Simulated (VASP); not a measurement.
Write the native input for VASP 6.6.1 that does the following.

```
Task                   : single point
Functional             : PBE
Potentials or basis    : VASP PAW PBE potentials, release 64 (Ti_sv, C)
Cutoff                 : 520 eV
k mesh                 : 17 × 17 × 17
Occupations            : fermi-dirac, width 0.05 eV
Spin                   : no spin polarisation
Dipole correction      : no
Further INCAR settings : ALGO = Normal; EDIFF = 1e-06; NBANDS = 15
```

The structure of TiC (rocksalt type) lies in POSCAR:

```
TiC
1.0
    0.0000000000      2.1663639411      2.1663639411
    2.1663639411      0.0000000000      2.1663639411
    2.1663639411      2.1663639411      0.0000000000
Ti C
1 1
Direct
    0.0000000000      0.0000000000      0.0000000000
    0.5000000000      0.5000000000      0.5000000000
```

One way to write it, as run:

INCAR

```
PREC = Accurate ; ENCUT = 520
EDIFF = 1E-6 ; ISMEAR = -1
SIGMA = 0.05 ; LREAL = F
LASPH = T ; NELM = 100
ALGO = Normal ; ISIF = 2
LWAVE = F ; LCHARG = F
GGA = PE ; NBANDS = 15
```

KPOINTS

```
regular mesh
0
Gamma
  17 17 17
```

Potentials or basis: VASP PAW PBE potentials, release 64 (Ti_sv, C).

Run with:

```sh
$ cat potpaw_PBE.64/Ti_sv/POTCAR potpaw_PBE.64/C/POTCAR > POTCAR
$ mpirun -np 1 vasp_std > vasp.out
```

Results of the run:

```yaml
Pressure: 0.2 GPa
Band_gap_on_the_k_mesh: zero (band 8 reaches 10.09 eV, above the bottom of band 9 at 9.00 eV)
```

It took 35 s on 1 thread of AMD EPYC 9R45 96-Core Processor (Zen 5) (shared host), peak memory 0.14 GiB.
